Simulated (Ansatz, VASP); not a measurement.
# Si7Ge: VASP beside Ansatz

Contents of INCAR:

```
SYSTEM = Si7Ge
ALGO = Normal
EDIFF = 1E-7
ENCUT = 520
GGA = PS
ISIF = 2
ISMEAR = 0
LASPH = .True.
LCHARG = .True.
LELF = .True.
LREAL = .False.
LVHAR = .True.
LWAVE = .False.
NBANDS = 31
NELM = 80
PREC = Accurate
SIGMA = 0.03
```

File KPOINTS:

```
k-points
0
Gamma
  8 8 8
  0 0 0
```

Contents of POSCAR:

```
Si7Ge
1.0
    5.2575462153      0.0000000000      0.0000000000
    0.0000000000      5.2575462153      0.0000000000
    0.0000000000      0.0000000000      5.2575462153
Si Ge
7 1
Direct
    0.2525986838      0.2525986838      0.2525986838
    0.0000000000      0.5000000000      0.5000000000
    0.5000000000      0.5000000000      0.0000000000
    0.5000000000      0.0000000000      0.5000000000
    0.7474013162      0.2525986838      0.7474013162
    0.7474013162      0.7474013162      0.2525986838
    0.2525986838      0.7474013162      0.7474013162
    0.0000000000      0.0000000000      0.0000000000
```

Input for Ansatz:

```yaml
crystal:
  lattice:
    - [5.2575462153, 0.0, 0.0]
    - [0.0, 5.2575462153, 0.0]
    - [0.0, 0.0, 5.2575462153]
  atoms:
    - { symbol: Si, position: [0.2525986838, 0.2525986838, 0.2525986838] }
    - { symbol: Si, position: [0.0, 0.5, 0.5] }
    - { symbol: Si, position: [0.5, 0.5, 0.0] }
    - { symbol: Si, position: [0.5, 0.0, 0.5] }
    - { symbol: Si, position: [0.7474013162, 0.2525986838, 0.7474013162] }
    - { symbol: Si, position: [0.7474013162, 0.7474013162, 0.2525986838] }
    - { symbol: Si, position: [0.2525986838, 0.7474013162, 0.7474013162] }
    - { symbol: Ge, position: [0.0, 0.0, 0.0] }
basis:
  ecutwfc: 420
kpoints:
  mp_grid: { grid: [8, 8, 8] }
hamiltonian:
  xc: pbesol
  pseudopotentials: { kind: paw, azcp: { folder: soft_1 } }
scf:
  occupations: { method: gaussian, width: 0.03 }
output:
  forces: true
  stress: true
  eigenvalues: true
  write_density: true
  write_potential: true
  elf: true
  volumetric_format: npy
```

Alike in both runs: task single point; functional PBEsol; k mesh 8 × 8 × 8; occupations gaussian, width 0.03 eV; no spin polarisation.

|  | VASP | Ansatz |
| --- | --- | --- |
| version | VASP 6.6.1 | Ansatz 0.2.0 |
| potentials or method | VASP PAW PBE potentials, release 64 (Si, Ge_d), cutoff 520 eV | scalar-relativistic, plane waves, PAW |
| valence electrons in the cell | 42 | 42 |

```csv
,VASP,Ansatz,Ansatz less VASP
gap on the k mesh at the Fermi level (eV),0.03,0.04,+0.008
least direct gap on the mesh (eV),0.03,0.04,+0.008
pressure (GPa),13.1,13.0,-0.11
rms of the force components (eV/Å),0.008,0.003,-0.0044
```

VASP's potentials were made for PBE, not for PBEsol, and Ansatz warns of the same on its side. Atom by atom the forces differ by 0.004 eV/Å (rms over components). With one functional, cell and mesh, what is left measures potentials, basis and numerics.
